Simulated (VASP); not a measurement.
# LiH (Fm-3m) in VASP: notebook

LiH is run at these levels: PBE+D3(BJ); tasks: single point, relaxation of cell and atoms.

Program: VASP 6.6.1. These are calculated values, not measurements. Logs are shortened: lines on timing, memory, paths and dates and some standing lists are left out, and cuts for length are marked.

**1. The cell of the first run**

The structure is cubic, space group Fm-3m (No. 225). The conventional cell has a = 3.878 Å, b = 3.878 Å, c = 3.878 Å, α = 90.00°, β = 90.00°, γ = 90.00°. Li (site symmetry m-3m) has 6 H at 1.94 Å within 2.6 Å. H (site symmetry m-3m) has 6 Li at 1.94 Å within 2.6 Å.

**2. Single point, PBE+D3(BJ)**

File INCAR:

```
PREC = Accurate
ENCUT = 750
EDIFF = 1E-6
ISMEAR = 0
SIGMA = 0.02
LREAL = False
LASPH = True
NELM = 120
ALGO = Normal
ISIF = 2
LWAVE = False
LCHARG = True
GGA = PE
IVDW = 12
LELF = True
LVHAR = True
NBANDS = 9
GGA_COMPAT = False
```

File KPOINTS:

```
regular mesh
0
Gamma
  10 10 10
```

File POSCAR:

```
LiH
1.0
    0.0000000000      1.9391316603      1.9391316603
    1.9391316603      0.0000000000      1.9391316603
    1.9391316603      1.9391316603      0.0000000000
Li H
1 1
Direct
    0.0000000000      0.0000000000      0.0000000000
    0.5000000000      0.5000000000      0.5000000000
```

Potentials or basis: VASP PAW PBE potentials, release 64 (Li_sv, H).

The run is started by

```
cat potpaw_PBE.64/Li_sv/POTCAR potpaw_PBE.64/H/POTCAR > POTCAR
mpirun -np 1 vasp_std > vasp.out
```

OUTCAR:

```text
PREC = Accurate
   ENCUT = 750
   EDIFF = 1E-6
   ISMEAR = 0
   LREAL = False
   LASPH = True
   NELM = 120
   ISIF = 2
   GGA = PE
   IVDW = 12
 IVDW          = 12

 ion  position               nearest neighbor table
   1  0.000  0.000  0.000-
   2  0.500  0.500  0.500-

  LATTYP: Found a face centered cubic cell.
 ALAT       =     3.8782633206

  Lattice vectors:

 A1 = (   0.0000000000,   1.9391316603,   1.9391316603)
 A2 = (   1.9391316603,   0.0000000000,   1.9391316603)
 A3 = (   1.9391316603,   1.9391316603,   0.0000000000)

Analysis of symmetry for initial positions (statically):
=====================================================================
 Subroutine PRICEL returns:
 Original cell was already a primitive cell.

 Routine SETGRP: Setting up the symmetry group for a
 face centered cubic supercell.

 Subroutine GETGRP returns: Found 48 space group operations
 (whereof 48 operations were pure point group operations)
 out of a pool of 48 trial point group operations.

The static configuration has the point symmetry O_h .

Analysis of symmetry for dynamics (positions and initial velocities):
=====================================================================
 Subroutine PRICEL returns:
 Original cell was already a primitive cell.

 Routine SETGRP: Setting up the symmetry group for a
 face centered cubic supercell.

 Subroutine GETGRP returns: Found 48 space group operations
 (whereof 48 operations were pure point group operations)
 out of a pool of 48 trial point group operations.

The dynamic configuration has the point symmetry O_h .

 Subroutine INISYM returns: Found 48 space group operations
 (whereof 48 operations are pure point group operations),
 and found     1 'primitive' translations

----------------------------------------------------------------------------------------

                                     Primitive cell

  volume of cell :      14.5832

  direct lattice vectors                    reciprocal lattice vectors
     0.000000000  1.939131660  1.939131660    -0.257847371  0.257847371  0.257847371
     1.939131660  0.000000000  1.939131660     0.257847371 -0.257847371  0.257847371
     1.939131660  1.939131660  0.000000000     0.257847371  0.257847371 -0.257847371

  length of vectors
     2.742346293  2.742346293  2.742346293     0.446604747  0.446604747  0.446604747

  position of ions in fractional coordinates (direct lattice)
     0.000000000  0.000000000  0.000000000
     0.500000000  0.500000000  0.500000000

  ion indices of the primitive-cell ions
   primitive index   ion index
                 1           1
                 2           2

----------------------------------------------------------------------------------------

 KPOINTS: regular mesh

Automatic generation of k-mesh.
 Grid dimensions read from file:
 generate k-points for:   10   10   10

 Generating k-lattice:

  Cartesian coordinates                     Fractional coordinates (reciprocal lattice)
    -0.025784737  0.025784737  0.025784737     0.100000000  0.000000000  0.000000000
     0.025784737 -0.025784737  0.025784737     0.000000000  0.100000000  0.000000000
     0.025784737  0.025784737 -0.025784737     0.000000000  0.000000000  0.100000000

  Length of vectors
     0.044660475  0.044660475  0.044660475

  Shift w.r.t. Gamma in fractional coordinates (k-lattice)
     0.000000000  0.000000000  0.000000000

 Subroutine IBZKPT returns following result:
 ===========================================

 Found     47 irreducible k-points:

 Following reciprocal coordinates:
            Coordinates               Weight
  0.000000  0.000000  0.000000      1.000000
  0.100000  0.000000  0.000000      8.000000
  0.200000  0.000000  0.000000      8.000000
  0.300000  0.000000  0.000000      8.000000
  0.400000  0.000000  0.000000      8.000000
  0.500000  0.000000  0.000000      4.000000
[... 16 lines left out ...]
  0.300000  0.300000  0.000000      6.000000
  0.400000  0.300000  0.000000     24.000000
 [... further k-points ...]
   k-points           NKPTS =     47   k-points in BZ     NKDIM =     47   number of bands    NBANDS=      9
   number of dos      NEDOS =    301   number of ions     NIONS =      2
   total plane-waves  NPLWV =  13824
   dimension x,y,z NGX =    24 NGY =   24 NGZ =   24
   dimension x,y,z NGXF=    48 NGYF=   48 NGZF=   48
   ions per type =               1   1
   NGX,Y,Z   is equivalent  to a cutoff of  14.55, 14.55, 14.55 a.u.
   NGXF,Y,Z  is equivalent  to a cutoff of  29.10, 29.10, 29.10 a.u.
 SYSTEM =  unknown system
   PREC   = accura    normal or accurate (medium, high low for compatibility)
   ISTART =      0    job   : 0-new  1-cont  2-samecut
   ICHARG =      2    charge: 1-file 2-atom 10-const
   ISPIN  =      1    spin polarized calculation?
   LNONCOLLINEAR =      F non collinear calculations
   LSORBIT =      F    spin-orbit coupling
   LASPH  =      T    aspherical Exc in radial PAW
   ENCUT  =  750.0 eV  55.12 Ry    7.42 a.u.   6.12  6.12  6.12*2*pi/ulx,y,z
   NELM   =    120;   NELMIN=  2; NELMDL= -5     # of ELM steps
   EDIFF  = 0.1E-05   stopping-criterion for ELM
   LREAL  =      F    real-space projection
   EDIFFG = 0.1E-04   stopping-criterion for IOM
   NSW    =      0    number of steps for IOM
   IBRION =     -1    ionic relax: 0-MD 1-quasi-New 2-CG
   NFREE  =      0    steps in history (QN), initial steepest desc. (CG)
   ISIF   =      2    stress and relaxation
   ISYM   =      2    0-nonsym 1-usesym 2-fastsym
   POTIM  = 0.5000    time-step for ionic-motion
   TEBEG  =    0.0;   TEEND  =   0.0 temperature during run
   PSTRESS=    0.0 pullay stress
   NELECT =       4.0000    total number of electrons
   NUPDOWN=      -1.0000    fix difference up-down
   EMIN   =  10.00;   EMAX   =-10.00  energy-range for DOS
   EFERMI =   0.00;   METHOD = LEGACY
   ISMEAR =     0;   SIGMA  =   0.02  broadening in eV -4-tet -1-fermi 0-gaus
   EFERMI_NEDOS =   21; number of points for ismear=-14 and -15
   IALGO  =     38    algorithm
   IMIX   =      4    mixing-type and parameters
     AMIX     =   0.40;   BMIX     =  1.00
     AMIX_MAG =   1.60;   BMIX_MAG =  1.00
  volume/ion in A,a.u.               =       7.29        49.21
  Fermi-wavevector in a.u.,A,eV,Ry     =   1.063680  2.010063 15.393829  1.131414
  Thomas-Fermi vector in A             =   2.199173
   LORBIT       =      0    0 simple, 1 ext, 2 COOP (PROOUT), +10 PAW based schemes
   GGA     = PE    functional components
   LHFCALC =     F    Hartree Fock is set to
   AEXX    =    0.0000 exact exchange contribution
   IVDW    =    12    specifies the selected vdW correction
   LEPSILON=     F    determine dielectric tensor
   LRPA    =     F    only Hartree local field effects (RPA)
 non-spin polarized calculation
 Gauss-broadening in eV      SIGMA  =   0.02
  energy-cutoff  :      750.00
  volume of cell :       14.58
 maximum number of plane-waves:       700
   NGX = 13   NGY = 13   NGZ = 13

 number of electron       4.0000003 magnetization

 Free energy of the ion-electron system (eV)
  ---------------------------------------------------
  ext. energy  EPLUGINS =         0.00000000
  ---------------------------------------------------
  free energy    TOTEN  =        -6.10910982 eV

  energy without entropy =       -6.10910982  energy(sigma->0) =       -6.10910982

 E-fermi :   0.8792     XC(G=0):  -8.8374

 val. band max:        0.5751701254   @ k =   0.5000   0.5000   0.0000
 cond. band min:       3.4750478763   @ k =   0.5000   0.5000   0.0000
 fundamental gap:      2.8998777509
 Fermi energy:         0.8792063587

 k-point     1 :       0.0000    0.0000    0.0000
  band No.  band energies     occupation
      1     -43.6312      2.00000
      2      -5.2455      2.00000
      3      17.9810      0.00000
      4      19.5083      0.00000
      5      19.5083      0.00000
      6      19.5083      0.00000
      7      24.4118      0.00000
      8      24.4118      0.00000
      9      24.4118      0.00000

 k-point     2 :       0.1000    0.0000    0.0000
  band No.  band energies     occupation
      1     -43.6249      2.00000
      2      -5.0647      2.00000
      3      16.2086      0.00000
      4      18.5695      0.00000
      5      19.0797      0.00000
      6      19.0797      0.00000
      7      23.8326      0.00000
      8      25.3281      0.00000
      9      25.3281      0.00000

 k-point     3 :       0.2000    0.0000    0.0000
  band No.  band energies     occupation
      1     -43.6081      2.00000
      2      -4.5311      2.00000
      3      12.6134      0.00000
      4      17.2561      0.00000
      5      18.3969      0.00000
      6      18.3969      0.00000
      7      24.7791      0.00000
      8      25.1423      0.00000
      9      25.1423      0.00000

 k-point     4 :       0.3000    0.0000    0.0000
  band No.  band energies     occupation
      1     -43.5873      2.00000
      2      -3.7082      2.00000
      3       9.2357      0.00000
      4      16.1232      0.00000
      5      17.9883      0.00000
      6      17.9883      0.00000
      7      22.9228      0.00000
      8      22.9228      0.00000
      9      26.4885      0.00000
[... 205 lines left out ...]
 k-point    22 :      -0.2000    0.2000    0.0000
  band No.  band energies     occupation
      1     -43.5804      2.00000
      2      -3.3508      2.00000
      3      10.4825      0.00000
      4      10.8802      0.00000
      5      17.6050      0.00000
      6      18.5567      0.00000
      7      23.6311      0.00000
      8      25.8690      0.00000
      9      27.6071      0.00000

 k-point    23 :       0.3000    0.3000    0.0000
  band No.  band energies     occupation
      1     -43.5737      2.00000
      2      -2.9201      2.00000
      3       9.6207      0.00000
      4      13.4154      0.00000
      5      13.4154      0.00000
      6      16.7706      0.00000
      7      19.3125      0.00000
      8      30.9829      0.00000
      9      33.5167      0.00000

 k-point    24 :       0.4000    0.3000    0.0000
  band No.  band energies     occupation
      1     -43.5607      2.00000
      2      -1.9748      2.00000
      3       7.5597      0.00000
      4      11.5271      0.00000
      5      12.9431      0.00000
      6      17.6863      0.00000
      7      19.3857      0.00000
      8      32.0645      0.00000
      9      32.4425      0.00000

 [... further k-points ...]

------------------------ aborting loop because EDIFF is reached ----------------------------------------

 Edisp (eV)   -0.36762

 E8    (eV) :    -0.1350

  FORCE on cell =-STRESS in cart. coord.  units (eV):
  Direction    XX          YY          ZZ          XY          YZ          ZX
  --------------------------------------------------------------------------------------
  -------------------------------------------------------------------------------------
  Total      -0.02178    -0.02178    -0.02178    -0.00000     0.00000     0.00000
  in kB      -2.39335    -2.39335    -2.39335    -0.00000     0.00000     0.00000
  external pressure =       -2.39 kB  Pullay stress =        0.00 kB

 VOLUME and BASIS-vectors are now :
 -----------------------------------------------------------------------------
  energy-cutoff  :      750.00
  volume of cell :       14.58
      direct lattice vectors                 reciprocal lattice vectors
     0.000000000  1.939131660  1.939131660    -0.257847371  0.257847371  0.257847371
     1.939131660  0.000000000  1.939131660     0.257847371 -0.257847371  0.257847371
     1.939131660  1.939131660  0.000000000     0.257847371  0.257847371 -0.257847371

 POSITION                                       TOTAL-FORCE (eV/Angst)
 -----------------------------------------------------------------------------------
      0.00000      0.00000      0.00000         0.000000     -0.000000     -0.000000
      1.93913      1.93913      1.93913        -0.000000      0.000000      0.000000
 -----------------------------------------------------------------------------------
    total drift:                                0.000000     -0.000000     -0.000000

  FREE ENERGIE OF THE ION-ELECTRON SYSTEM (eV)
  ---------------------------------------------------
  free  energy   TOTEN  =        -6.4767314530 eV

  energy  without entropy=       -6.4767314530  energy(sigma->0) =       -6.47673145
```

Wall time 12 s (1 thread of Intel Xeon 8259CL, shared host); peak memory 0.15 GiB.

What came out:

* Free energy: -6.4767 eV
* Pressure: -0.2 GPa
* Band gap on the k mesh: 2.90 eV
* Dispersion energy per atom: -0.184 eV

A k mesh can miss the band edges. A hybrid or GW would open this gap; PBE tends to underestimate it.

[end of part 1 of 2]
